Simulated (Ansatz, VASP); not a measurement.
This is a calculation of Pb for Ansatz 0.2.0.

input.yaml

```yaml
crystal:
  lattice:
    - [0.0, 2.47502, 2.47502]
    - [2.47502, 0.0, 2.47502]
    - [2.47502, 2.47502, 0.0]
  atoms:
    - { symbol: Pb, position: [0.0, 0.0, 0.0] }
kpoints:
  mp_grid: { grid: [9, 9, 9] }
scf:
  occupations: { method: gaussian, width: 0.018 }
hamiltonian:
  xc: pbe
  pseudopotentials: { kind: all_electron, lapw: { basis_error: 0.001 } }
output:
  forces: true
  stress: true
  eigenvalues: true
```

Potentials or basis: all-electron LAPW, scalar-relativistic.

The run is started by

```bash
$ ansatz run input.yaml --threads 1 --pin off --max-ram 3072MiB --backend cpu --events-out ev --progress --plain --runs-dir out
```

Question: Set up the same calculation for VASP 6.6.1. Potentials there: VASP PAW PBE potentials, release 64 (Pb_d).

Answer: As run (the cutoff follows the program's own potentials):

The input INCAR:

```
ALGO = Fast
EDIFF = 1E-6
ENCUT = 520
GGA = PE
ISIF = 2
ISMEAR = 0
LASPH = True
LCHARG = True
LELF = True
LREAL = False
LVHAR = True
LWAVE = False
NBANDS = 13
NELM = 80
PREC = Accurate
SIGMA = 0.018000000000000002
```

File KPOINTS:

```
k-points
0
Gamma
  9 9 9
```

File POSCAR:

```
Pb
1.0
    0.0000000000      2.4750200000      2.4750200000
    2.4750200000      0.0000000000      2.4750200000
    2.4750200000      2.4750200000      0.0000000000
Pb
1
Direct
    0.0000000000      0.0000000000      0.0000000000
```

Potentials or basis: VASP PAW PBE potentials, release 64 (Pb_d).

Run with:

```sh
$ cat potpaw_PBE.64/Pb_d/POTCAR > POTCAR
$ mpirun -np 1 vasp_std > vasp.out
```

Both were run:

|  | VASP | Ansatz | Ansatz less VASP |
| --- | --- | --- | --- |
| gap on the k mesh at the Fermi level (eV) | none | none | - |
| pressure (GPa) | 2.2 | 2.3 | +0.06 |

A gap of «none» marks a metal or a gap that the smearing closes. Ansatz ran all-electron here, and VASP with PAW potentials.

Spin-orbit coupling is off throughout.
